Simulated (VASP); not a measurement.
Runs of VASP 6.6.1 on Cu. The structure is tetragonal, space group I4/mmm (No. 139). The conventional cell has a = 2.886 Å, b = 2.886 Å, c = 2.752 Å, α = 90.00°, β = 90.00°, γ = 90.00°. Cu (site symmetry 4/mmm) has 14 Cu at 2.46 to 2.89 Å within 3.2 Å. 

```tsv
smearing	gap on the mesh (eV)	pressure (GPa)
fermi-dirac 0.5 eV	none	1.4
fermi-dirac 0.3 eV	none	-0.2
fermi-dirac 0.2 eV	none	-0.5
fermi-dirac 0.1 eV	none	(a)
```

Alike in all rows: task single point; level PBEsol; potentials or basis VASP PAW PBE potentials, release 64 (Cu); no spin polarisation; cell as given; k mesh 15 × 15 × 15; cutoff (eV) 520.

Q: Estimate the missing entries.

A: (a) -0.7.

Caveats: the PAW data sets were made with another functional, which shifts forces and pressure a little; so wide a smearing shifts energies and pressures (at least some runs).

A gap of «none» marks levels without a gap at the run's occupations.
